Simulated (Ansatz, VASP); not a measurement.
## One calculation of InSe, two programs

Contents of INCAR:

```
SYSTEM = InSe
  ALGO = Normal
  EDIFF = 1E-6
  ENCUT = 520
  GGA = CA
  ISIF = 2
  ISMEAR = 0
  LASPH = .TRUE.
  LCHARG = .FALSE.
  LREAL = .FALSE.
  LWAVE = .FALSE.
  NBANDS = 69
  NELM = 100
  PREC = Accurate
  SIGMA = 0.03
```

Contents of KPOINTS:

```
k-points
0
G
  10 10 2
  0 0 0
```

Contents of POSCAR:

```
InSe
1.0
   -1.9999996503     -3.4641010095      0.0000000000
    1.9999996503     -3.4641010095      0.0000000000
    0.0000000000      0.0000000000     25.2000100000
In Se
6 6
Direct
    0.0000000000      0.0000000000      0.7695391896
    0.3333333333      0.3333333333      0.1094862769
    0.6666666667      0.6666666667      0.4395127332
    1.0000000000      1.0000000000      0.8806260948
    0.3333333333      0.3333333333      0.2205731821
    0.6666666667      0.6666666667      0.5505996384
    1.0000000000      1.0000000000      0.3888536722
    0.3333333333      0.3333333333      0.7188801285
    0.6666666667      0.6666666667      0.0588272158
    1.0000000000      1.0000000000      0.6012256968
    0.3333333333      0.3333333333      0.9312521532
    0.6666666667      0.6666666667      0.2711992405
```

Input for Ansatz:

```yaml
crystal:
  lattice:
    - [-1.9999996503, -3.4641010095, 0.0]
    - [1.9999996503, -3.4641010095, 0.0]
    - [0.0, 0.0, 25.20001]
  atoms:
    - { symbol: In, position: [0.0, 0.0, 0.7695391896] }
    - { symbol: In, position: [0.3333333333, 0.3333333333, 0.1094862769] }
    - { symbol: In, position: [0.6666666667, 0.6666666667, 0.4395127332] }
    - { symbol: In, position: [1.0, 1.0, 0.8806260948] }
    - { symbol: In, position: [0.3333333333, 0.3333333333, 0.2205731821] }
    - { symbol: In, position: [0.6666666667, 0.6666666667, 0.5505996384] }
    - { symbol: Se, position: [1.0, 1.0, 0.3888536722] }
    - { symbol: Se, position: [0.3333333333, 0.3333333333, 0.7188801285] }
    - { symbol: Se, position: [0.6666666667, 0.6666666667, 0.0588272158] }
    - { symbol: Se, position: [1.0, 1.0, 0.6012256968] }
    - { symbol: Se, position: [0.3333333333, 0.3333333333, 0.9312521532] }
    - { symbol: Se, position: [0.6666666667, 0.6666666667, 0.2711992405] }
basis:
  ecutwfc: 420
kpoints:
  mp_grid: { grid: [10, 10, 2] }
hamiltonian:
  xc: lda
scf:
  occupations: { method: gaussian, width: 0.03 }
output:
  forces: true
  stress: true
  eigenvalues: true
```

Alike in both runs: task single point; functional LDA; k mesh 10 × 10 × 2; occupations gaussian, width 0.03 eV; no spin polarisation.

|  | VASP | Ansatz |
| --- | --- | --- |
| version | VASP 6.6.1 | Ansatz 0.2.0 |
| potentials or method | VASP PAW LDA potentials, release 64 (In_d, Se), cutoff 520 eV | scalar-relativistic, plane waves, PAW |
| valence electrons in the cell | 114 | 174 |

Ansatz gave:

* gap on the k mesh at the Fermi level (eV): 0.23
* least direct gap on the mesh (eV): 0.23
* pressure (GPa): -1.5
* traceless stress, the component that is largest in VASP (GPa): -0.55
* rms of the force components (eV/Å): 0.064

Q: Estimate VASP's values.

A: gap on the k mesh at the Fermi level (eV): 0.24; least direct gap on the mesh (eV): 0.24; pressure (GPa): -1.4; traceless stress, the component that is largest in VASP (GPa): -0.54; rms of the force components (eV/Å): 0.061.

LDA's correlation is that of Perdew and Zunger in VASP and of Perdew and Wang (1992) in Ansatz. Atom by atom the forces differ by 0.012 eV/Å (rms over components). VASP's potentials hold 114 valence electrons a cell and Ansatz's 174, so a difference there can come from the potentials and not from the codes.
